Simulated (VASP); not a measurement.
Here is a VASP 6.6.1 calculation.

The input INCAR:

```
ALGO     = Normal         # electronic algorithm
EDIFF    = 1E-6           # SCF threshold, eV
ENCUT    = 560            # plane-wave cutoff, eV
GGA      = PS             # functional
GGA_COMPAT= False        
ISIF     = 2              # what is computed and relaxed
ISMEAR   = 0              # smearing method
LASPH    = True           # aspherical terms in the spheres
LCHARG   = True           # write CHGCAR
LELF     = True           # ELF
LREAL    = False          # projectors in reciprocal space
LVHAR    = True         
LWAVE    = False          # write WAVECAR
NBANDS   = 23             # bands
NELM     = 120            # most SCF steps
PREC     = Accurate       # precision mode
SIGMA    = 0.1            # smearing width, eV
```

The input KPOINTS:

```
k-points
0
Gamma
  8 8 8
```

File POSCAR:

```
Os
1.0
   -2.4381652303      2.4381652303      1.3116103120
    2.4381652303     -2.4381652303      1.3116103120
    2.4381652303      2.4381652303     -1.3116103120
Os
2
Direct
    0.0000000000      0.0000000000      0.0000000000
    0.7500000000      0.2500000000      0.5000000000
```

Potentials or basis: VASP PAW PBE potentials, release 64 (Os_sv_GW).

The run is started by

```bash
$ cat potpaw_PBE.64/Os_sv_GW/POTCAR > POTCAR
$ mpirun -np 1 vasp_std > vasp.out
```

Problem. Estimate the band gap on the k mesh.

Solution. Zero (bands 16 and 17 overlap by 1.43 eV).

Problem. Predict the pressure.

Solution. -1.4 GPa.

Caveat: the PAW data sets were made with another functional, which shifts forces and pressure a little; spin-orbit coupling is left out, which moves the levels of the heavy elements.
